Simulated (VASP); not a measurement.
# HfGe3 (P1) in VASP: single point with PBE

Aim: the single point of HfGe3 with PBE.

All numbers are computed with VASP 6.6.1; they aren't measurements. Logs are shortened: lines on timing, memory, paths and dates and some standing lists are left out, and cuts for length are marked.

## Step 1: The cell of the first run

The typed cell holds 4 atoms: a = 4.206 Å, b = 4.167 Å, c = 4.265 Å, α = 91.48°, β = 89.92°, γ = 89.30°.

## Step 2: Single point, PBE (atoms moved at random and the cell strained at random)

File INCAR:

```
SYSTEM = HfGe3
ALGO     = Normal         ! electronic algorithm
EDIFF    = 1E-6           ! SCF threshold, eV
ENCUT    = 520            ! plane-wave cutoff, eV
GGA      = PE             ! functional
ISIF     = 2              ! what is computed and relaxed
ISMEAR   = 0              ! smearing method
LASPH    = .TRUE.         ! aspherical terms in the spheres
LCHARG   = .FALSE.        ! write CHGCAR
LREAL    = .FALSE.        ! projectors in reciprocal space
LWAVE    = .FALSE.        ! write WAVECAR
NBANDS   = 34             ! bands
NELM     = 60             ! most SCF steps
PREC     = Accurate       ! precision mode
SIGMA    = 0.05           ! smearing width, eV
```

File KPOINTS:

```
k-points
0
G
  8 8 8
  0 0 0
```

File POSCAR:

```
HfGe3
1.0
    4.2058110051      0.0255223137      0.0032921988
    0.0255223137      4.1663102854     -0.0545021581
    0.0032921988     -0.0545021581      4.2650975188
Hf Ge
1 3
Direct
    0.0078030047      0.0022009488     -0.0731509886
    0.0414435576      0.5185152294      0.4856233496
    0.4414760851      0.5202422053      0.0514384447
    0.5092773526     -0.0409583835      0.5360891943
```

Potentials or basis: VASP PAW PBE potentials, release 64 (Hf_pv, Ge_d).

Launch:

```sh
$ cat potpaw_PBE.64/Hf_pv/POTCAR potpaw_PBE.64/Ge_d/POTCAR > POTCAR
$ mpirun -np 1 vasp_std > vasp.out
```

OUTCAR:

```text
SYSTEM = HfGe3
   EDIFF = 1E-6
   ENCUT = 520
   GGA = PE
   ISIF = 2
   ISMEAR = 0
   LASPH = .TRUE.
   LREAL = .FALSE.
   NELM = 60
   PREC = Accurate

 ion  position               nearest neighbor table
   1  0.008  0.002  0.927-   4 2.69   4 2.69   2 2.72   3 2.76   3 2.88   2 2.90   2 3.16   2 3.17
                             3 3.19   3 3.23   4 3.35   4 3.36
   2  0.041  0.519  0.486-   3 2.50   4 2.71   1 2.72   4 2.88   1 2.90   1 3.16   1 3.17
   3  0.441  0.520  0.051-   2 2.50   4 2.74   1 2.76   1 2.88   4 2.91   1 3.19   1 3.23
   4  0.509  0.959  0.536-   1 2.69   1 2.69   2 2.71   3 2.74   2 2.88   3 2.91   1 3.35   1 3.36

  LATTYP: Found a triclinic cell.
 ALAT       =     7.2668015534
 B/A-ratio  =     0.5787814214
 C/A-ratio  =     0.5869772245
 COS(alpha) =     0.0014769729
 COS(beta)  =     0.5730093961
 COS(gamma) =     0.5866337426

  Lattice vectors:

 A1 = (  -4.2346255176,  -4.1373304410,  -4.2138875595)
 A2 = (  -4.2058110051,  -0.0255223137,  -0.0032921988)
 A3 = (  -0.0032921988,   0.0545021581,  -4.2650975188)

Analysis of symmetry for initial positions (statically):
=====================================================================
 Subroutine PRICEL returns:
 Original cell was already a primitive cell.

 Routine SETGRP: Setting up the symmetry group for a
 triclinic supercell.

 Subroutine GETGRP returns: Found  1 space group operations
 (whereof  1 operations were pure point group operations)
 out of a pool of  2 trial point group operations.

The static configuration has the point symmetry C_1 .

Analysis of symmetry for dynamics (positions and initial velocities):
=====================================================================
 Subroutine PRICEL returns:
 Original cell was already a primitive cell.

 Routine SETGRP: Setting up the symmetry group for a
 triclinic supercell.

 Subroutine GETGRP returns: Found  1 space group operations
 (whereof  1 operations were pure point group operations)
 out of a pool of  2 trial point group operations.

The dynamic configuration has the point symmetry C_1 .

 Subroutine INISYM returns: Found  1 space group operations
 (whereof  1 operations are pure point group operations),
 and found     1 'primitive' translations

----------------------------------------------------------------------------------------

                                     Primitive cell

  volume of cell :      74.7208

  direct lattice vectors                    reciprocal lattice vectors
     4.205811005  0.025522314  0.003292199     0.237775285 -0.001459228 -0.000202184
     0.025522314  4.166310285 -0.054502158    -0.001459228  0.240069614  0.003068890
     0.003292199 -0.054502158  4.265097519    -0.000202184  0.003068890  0.234500600

  length of vectors
     4.205889732  4.166744925  4.265447007     0.237779848  0.240093663  0.234520767

  position of ions in fractional coordinates (direct lattice)
     0.007803005  0.002200949  0.926849011
     0.041443558  0.518515229  0.485623350
     0.441476085  0.520242205  0.051438445
     0.509277353  0.959041617  0.536089194

  ion indices of the primitive-cell ions
   primitive index   ion index
                 1           1
                 2           2
                 3           3
                 4           4

----------------------------------------------------------------------------------------

 KPOINTS: k-points

Automatic generation of k-mesh.
 Grid dimensions read from file:
 generate k-points for:    8    8    8

 Generating k-lattice:

  Cartesian coordinates                     Fractional coordinates (reciprocal lattice)
     0.029721911 -0.000182403 -0.000025273     0.125000000 -0.000000000 -0.000000000
    -0.000182403  0.030008702  0.000383611    -0.000000000  0.125000000  0.000000000
    -0.000025273  0.000383611  0.029312575     0.000000000 -0.000000000  0.125000000

  Length of vectors
     0.029722481  0.030011708  0.029315096

  Shift w.r.t. Gamma in fractional coordinates (k-lattice)
     0.000000000  0.000000000  0.000000000

 Subroutine IBZKPT returns following result:
 ===========================================

 Found    260 irreducible k-points:

 Following reciprocal coordinates:
            Coordinates               Weight
  0.000000  0.000000  0.000000      1.000000
  0.125000 -0.000000  0.000000      2.000000
  0.250000 -0.000000  0.000000      2.000000
  0.375000  0.000000 -0.000000      2.000000
  0.500000 -0.000000  0.000000      1.000000
 -0.000000  0.125000  0.000000      2.000000
[... 16 lines left out ...]
  0.125000  0.375000  0.000000      2.000000
  0.250000  0.375000  0.000000      2.000000
 [... further k-points ...]
   k-points           NKPTS =    260   k-points in BZ     NKDIM =    260   number of bands    NBANDS=     34
   number of dos      NEDOS =    301   number of ions     NIONS =      4
   total plane-waves  NPLWV =  32768
   dimension x,y,z NGX =    32 NGY =   32 NGZ =   32
   dimension x,y,z NGXF=    64 NGYF=   64 NGZF=   64
   ions per type =               1   3
   NGX,Y,Z   is equivalent  to a cutoff of  12.65, 12.77, 12.47 a.u.
   NGXF,Y,Z  is equivalent  to a cutoff of  25.30, 25.53, 24.94 a.u.
 SYSTEM =  HfGe3
   PREC   = accura    normal or accurate (medium, high low for compatibility)
   ISTART =      0    job   : 0-new  1-cont  2-samecut
   ICHARG =      2    charge: 1-file 2-atom 10-const
   ISPIN  =      1    spin polarized calculation?
   LNONCOLLINEAR =      F non collinear calculations
   LSORBIT =      F    spin-orbit coupling
   LASPH  =      T    aspherical Exc in radial PAW
   ENCUT  =  520.0 eV  38.22 Ry    6.18 a.u.   7.82  7.75  7.93*2*pi/ulx,y,z
   NELM   =     60;   NELMIN=  2; NELMDL= -5     # of ELM steps
   EDIFF  = 0.1E-05   stopping-criterion for ELM
   LREAL  =      F    real-space projection
   EDIFFG = 0.1E-04   stopping-criterion for IOM
   NSW    =      0    number of steps for IOM
   IBRION =     -1    ionic relax: 0-MD 1-quasi-New 2-CG
   NFREE  =      0    steps in history (QN), initial steepest desc. (CG)
   ISIF   =      2    stress and relaxation
   ISYM   =      2    0-nonsym 1-usesym 2-fastsym
   POTIM  = 0.5000    time-step for ionic-motion
   TEBEG  =    0.0;   TEEND  =   0.0 temperature during run
   PSTRESS=    0.0 pullay stress
   NELECT =      52.0000    total number of electrons
   NUPDOWN=      -1.0000    fix difference up-down
   EMIN   =  10.00;   EMAX   =-10.00  energy-range for DOS
   EFERMI =   0.00;   METHOD = LEGACY
   ISMEAR =     0;   SIGMA  =   0.05  broadening in eV -4-tet -1-fermi 0-gaus
   EFERMI_NEDOS =   21; number of points for ismear=-14 and -15
   IALGO  =     38    algorithm
   IMIX   =      4    mixing-type and parameters
     AMIX     =   0.40;   BMIX     =  1.00
     AMIX_MAG =   1.60;   BMIX_MAG =  1.00
  volume/ion in A,a.u.               =      18.68       126.06
  Fermi-wavevector in a.u.,A,eV,Ry     =   1.450760  2.741539 28.636238  2.104704
  Thomas-Fermi vector in A             =   2.568335
   LORBIT       =      0    0 simple, 1 ext, 2 COOP (PROOUT), +10 PAW based schemes
   GGA     = PE    functional components
   LHFCALC =     F    Hartree Fock is set to
   AEXX    =    0.0000 exact exchange contribution
   IVDW    =     0    specifies the selected vdW correction
   LEPSILON=     F    determine dielectric tensor
   LRPA    =     F    only Hartree local field effects (RPA)
 non-spin polarized calculation
 Gauss-broadening in eV      SIGMA  =   0.05
  energy-cutoff  :      520.00
  volume of cell :       74.72
 maximum number of plane-waves:      2032
   NGX = 15   NGY = 15   NGZ = 15

 number of electron      51.9999992 magnetization

 Free energy of the ion-electron system (eV)
  ---------------------------------------------------
  ext. energy  EPLUGINS =         0.00000000
  ---------------------------------------------------
  free energy    TOTEN  =       -23.11388771 eV

  energy without entropy =      -23.11119459  energy(sigma->0) =      -23.11254115

 E-fermi :   7.0940     XC(G=0): -11.5012

 val. band max:        7.0940014811   @ k =   0.1250   0.3750   0.1250
 cond. band min:       7.0962959815   @ k =   0.0000  -0.2500   0.3750
 fundamental gap:      0.0022945004
 Fermi energy:         7.0940432743

 k-point     1 :       0.0000    0.0000    0.0000
  band No.  band energies     occupation
      1     -24.4630      2.00000
      2     -24.4514      2.00000
      3     -24.4384      2.00000
      4     -17.8141      2.00000
      5     -17.7988      2.00000
      6     -17.7886      2.00000
[... 26 lines left out ...]
     33      10.8123      0.00000
     34      12.5688      0.00000

 k-point     2 :       0.1250   -0.0000    0.0000
  band No.  band energies     occupation
      1     -24.4631      2.00000
      2     -24.4522      2.00000
      3     -24.4412      2.00000
      4     -17.8118      2.00000
      5     -17.7956      2.00000
      6     -17.7841      2.00000
[... 26 lines left out ...]
     33      11.5896      0.00000
     34      11.7493      0.00000

 k-point     3 :       0.2500   -0.0000    0.0000
  band No.  band energies     occupation
      1     -24.4645      2.00000
      2     -24.4559      2.00000
      3     -24.4452      2.00000
      4     -17.8053      2.00000
      5     -17.7871      2.00000
      6     -17.7750      2.00000
[... 26 lines left out ...]
     33      11.1620      0.00000
     34      12.2507      0.00000
[... 704 lines left out ...]
 k-point    23 :       0.1250    0.3750    0.0000
  band No.  band energies     occupation
      1     -24.4759      2.00000
      2     -24.4623      2.00000
      3     -24.4423      2.00000
      4     -17.8081      2.00000
      5     -17.7774      2.00000
      6     -17.7626      2.00000
[... 26 lines left out ...]
     33      12.0584      0.00000
     34      12.8750      0.00000

 k-point    24 :       0.2500    0.3750    0.0000
  band No.  band energies     occupation
      1     -24.4751      2.00000
      2     -24.4633      2.00000
      3     -24.4493      2.00000
      4     -17.8020      2.00000
      5     -17.7749      2.00000
      6     -17.7618      2.00000
[... 26 lines left out ...]
     33      11.9907      0.00000
     34      12.8673      0.00000

 [... further k-points ...]

------------------------ aborting loop because EDIFF is reached ----------------------------------------

  FORCE on cell =-STRESS in cart. coord.  units (eV):
  Direction    XX          YY          ZZ          XY          YZ          ZX
  --------------------------------------------------------------------------------------
  -------------------------------------------------------------------------------------
  Total        2.5947914      0.5698530      2.5996436     -0.4950066      0.2725551     -0.2819944
  in kB       55.6380333     12.2189009     55.7420756    -10.6140304      5.8441816     -6.0465797
  external PRESSURE =      41.1996699 kB  Pullay stress =       0.0000000 kB

 VOLUME and BASIS-vectors are now :
 -----------------------------------------------------------------------------
  energy-cutoff  :      520.00
  volume of cell :       74.72
      direct lattice vectors                 reciprocal lattice vectors
     4.205811005  0.025522314  0.003292199     0.237775285 -0.001459228 -0.000202184
     0.025522314  4.166310285 -0.054502158    -0.001459228  0.240069614  0.003068890
     0.003292199 -0.054502158  4.265097519    -0.000202184  0.003068890  0.234500600

 POSITION                                       TOTAL-FORCE (eV/Angst)
 -----------------------------------------------------------------------------------
      0.03593     -0.04115      3.95301        -0.760452      0.821572      1.085188
      0.18914      2.13489      2.04311        -0.830873     -0.753483      0.182424
      1.87021      2.17595      0.19249         1.510263     -0.445426     -0.309137
      2.16817      3.97944      2.23588         0.081062      0.377338     -0.958475
 -----------------------------------------------------------------------------------
    total drift:                                0.001470     -0.003231      0.001947

  FREE ENERGIE OF THE ION-ELECTRON SYSTEM (eV)
  ---------------------------------------------------
  free  energy   TOTEN  =       -23.1138877099 eV

  energy  without entropy=      -23.1111945894  energy(sigma->0) =      -23.11254115
```

It took 12 min on 1 thread of Oxide Virtual Turin-like, shared host; peak memory 0.57 GiB.

Results:

```
Free energy            : -23.1139 eV
Pressure               : 4.1 GPa
Largest force          : 1.605 eV/Å
Band gap on the k mesh : zero (band 26 reaches 7.84 eV, above the bottom of band 27 at 6.24 eV)
```

Forces in eV/Å, atoms in the order of the input:
```
Hf  -0.760  0.822  1.085
Ge  -0.831 -0.753  0.182
Ge   1.510 -0.445 -0.309
Ge   0.081  0.377 -0.958
```

Stress tensor (GPa, compression positive):
```
 5.56 -1.06 -0.60
-1.06  1.22  0.58
-0.60  0.58  5.57
```

Levels at points of the mesh, in eV from the Fermi level:
| k point | band 23 | band 24 | band 25 | band 26 | band 27 | band 28 | band 29 | band 30 |
| --- | --- | --- | --- | --- | --- | --- | --- | --- |
| (0.00, 0.00, 0.00) | -3.64 | -3.49 | -0.43 | -0.17 | 0.27 | 0.76 | 0.87 | 1.81 |
| (0.50, 0.00, 0.00) | -3.38 | -2.70 | -1.24 | -0.79 | -0.61 | 0.02 | 1.04 | 1.98 |
| (0.00, 0.50, 0.00) | -3.41 | -2.99 | -1.24 | -1.05 | -0.51 | 0.12 | 1.50 | 1.98 |
| (0.50, 0.50, 0.00) | -3.17 | -2.49 | -1.87 | -0.31 | 0.30 | 0.87 | 1.19 | 1.54 |
| (0.00, 0.00, 0.50) | -3.59 | -3.12 | -0.91 | -0.34 | -0.04 | 0.03 | 1.29 | 2.16 |
| (0.50, 0.00, 0.50) | -2.56 | -2.32 | -1.29 | -0.24 | 0.13 | 0.76 | 1.45 | 1.90 |
| (0.00, 0.50, 0.50) | -2.69 | -2.13 | -1.47 | -0.28 | 0.15 | 0.49 | 1.40 | 1.57 |
| (0.50, 0.50, 0.50) | -4.57 | -4.43 | -4.15 | -0.55 | 1.69 | 1.90 | 2.62 | 2.75 |

Caveat: the cell differs from its parent crystal (atoms moved at random and the cell strained at random); spin-orbit coupling is left out, which moves the levels of the heavy elements; forces of over 1 eV/Å act on the atoms, so gaps and moduli don't describe the material at rest.
